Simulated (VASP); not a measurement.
Input of a VASP 6.6.1 run:

POSCAR

```
KCl
1.0
    3.1444922590      3.1444922590      0.0000000000
   -3.1444922590      3.1444922590      0.0000000000
    0.0000000000      0.0000000000      6.2889845179
K Cl
2 2
Direct
    0.0000000000      0.0000000000      0.0000000000
    0.5000000000      0.5000000000      0.5000000000
    0.5000000000      0.5000000000      0.0000000000
    0.0000000000      0.0000000000      0.5000000000
```

Contents of INCAR.step1:

```
PREC = Accurate ; ENCUT = 520
ISMEAR = 0 ; SIGMA = 0.02
LREAL = F ; LASPH = T
NELM = 100 ; NBANDS = 24
GGA = PE ; ALGO = Normal
EDIFF = 1E-4 ; LWAVE = T
LCHARG = F
```

Contents of INCAR.step2:

```
PREC = Accurate ; ENCUT = 520
EDIFF = 1E-7 ; ISMEAR = 0
SIGMA = 0.02 ; LREAL = F
LASPH = T ; NELM = 100
ALGO = Normal ; ISIF = 2
LWAVE = F ; LCHARG = F
METAGGA = R2SCAN ; LMIXTAU = T
NBANDS = 24 ; ISTART = 1
```

Contents of KPOINTS:

```
Automatic mesh
0
Gamma
  6 6 4
```

Potentials or basis: VASP PAW PBE potentials, release 64 (K_sv, Cl).

Launch:

```bash
$ cat potpaw_PBE.64/K_sv/POTCAR potpaw_PBE.64/Cl/POTCAR > POTCAR
$ cp INCAR.step1 INCAR
$ mpirun -np 1 vasp_std > vasp.out
$ cp INCAR.step2 INCAR
$ mpirun -np 1 vasp_std > vasp.out
```

What does it give for the band gap on the k mesh?

5.84 eV.

Predict the pressure.

0.0 GPa.

Caveat: the PAW data sets were made with another functional, which shifts forces and pressure a little. A k mesh can miss the band edges.
